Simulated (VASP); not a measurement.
A run of VASP 6.6.1 is set up as follows.

The input POSCAR:

```
CdS
1.0
    0.0000000000      2.7267765504      2.7267765504
    2.7267765504      0.0000000000      2.7267765504
    2.7267765504      2.7267765504      0.0000000000
Cd S
1 1
Direct
    0.0000000000      0.0000000000      0.0000000000
    0.5000000000      0.5000000000      0.5000000000
```

The input INCAR.step1:

```
SYSTEM = CdS
  PREC = Accurate
  ENCUT = 520
  EDIFF = 1E-5
  ISMEAR = 0
  SIGMA = 0.01
  LREAL = .False.
  LASPH = .True.
  NELM = 60
  ALGO = Normal
  ISIF = 2
  LWAVE = .True.
  LCHARG = .False.
  GGA = PE
  NBANDS = 16
```

File INCAR.step2:

```
SYSTEM = CdS
  PREC = Accurate
  ENCUT = 520
  EDIFF = 1E-7
  ISMEAR = 0
  SIGMA = 0.01
  LREAL = .False.
  LASPH = .True.
  NELM = 60
  ALGO = Normal
  ISIF = 2
  LWAVE = .False.
  LCHARG = .False.
  GGA = PE
  LHFCALC = .True.
  HFSCREEN = 0.2079
  PRECFOCK = Normal
  ISTART = 1
  NBANDS = 16
```

KPOINTS

```
regular mesh
0
Gamma
  4 4 4
  0 0 0
```

Potentials or basis: VASP PAW PBE potentials, release 64 (Cd, S).

Run with:

```bash
$ cat potpaw_PBE.64/Cd/POTCAR potpaw_PBE.64/S/POTCAR > POTCAR
$ cp INCAR.step1 INCAR
$ mpirun -np 1 vasp_std > vasp.out
$ cp INCAR.step2 INCAR
$ mpirun -np 1 vasp_std > vasp.out
```

Task: Estimate the pressure.

Result: 0.8 GPa.

Task: Predict the band gap on the k mesh.

Result: 1.22 eV, indirect (least direct gap 2.76 eV).

Caveat: the k points lie up to 0.50 Å⁻¹ apart; the PAW data sets were made with another functional, which shifts forces and pressure a little. A k mesh can miss the band edges.
